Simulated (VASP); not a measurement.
AlN: single point with r2SCAN

Crystal: AlN.

```
Al N
1.0
     0.00000    2.04915    1.99646
     2.04915    0.00000    1.99646
     2.04915    2.04915    0.00000
Al N
1 1
Direct
  0.00000 0.00000 0.00000
  0.50000 0.50000 0.50000
```

This cell differs from its parent crystal: epitaxial xy strain +1.5%.

| Property | Result |
| --- | --- |
| Program | VASP 6.6.1 |
| Task | single point |
| Functional | r2SCAN |
| Potentials or basis | VASP PAW PBE potentials, release 64 (Al, N) |
| Cutoff | 520 eV |
| k mesh | 10 × 10 × 10 |
| Occupations | gaussian, width 0.01 eV |
| Spin | no spin polarisation |
| Dipole correction | no |
| Further INCAR settings | ALGO = Normal; EDIFF = 1e-06; NBANDS = 11 |

```yaml
Pressure: -5.4 GPa
Band_gap_on_the_k_mesh: 5.13 eV (least direct gap 6.22 eV)
```

Stress tensor (GPa, compression positive):
```
-7.76  0.00  0.00
 0.00 -7.76  0.00
 0.00  0.00 -0.70
```

Levels at points of the mesh, in eV from the valence-band top:
```
           k point  band 1  band 2  band 3  band 4  band 5  band 6  band 7  band 8  band 9
(0.00, 0.00, 0.00)  -18.33   -0.20    0.00    0.00    6.22   12.68   12.68   13.05   17.97
(0.50, 0.00, 0.00)  -15.15   -8.41   -1.25   -1.15    6.73   11.42   12.06   14.33   17.25
(0.50, 0.50, 0.00)  -14.07   -7.44   -3.05   -3.05    5.13    5.78   15.34   18.21   18.21
(0.50, 0.00, 0.50)  -14.28   -7.55   -3.03   -2.68    5.36    6.03   15.00   18.05   18.94
```

Wall time 32 s on 1 thread of Intel(R) Xeon(R) Platinum 8488C (Sapphire Rapids) (shared host), peak memory 0.14 GiB.

Caveat: the cell differs from its parent crystal (epitaxial xy strain +1.5%); the stress differs along the axes, from -8 to -1 GPa; the structure was generated, so it needn't be the stable form of AlN; the PAW data sets were made with another functional, which shifts forces and pressure a little. A k mesh can miss the band edges.
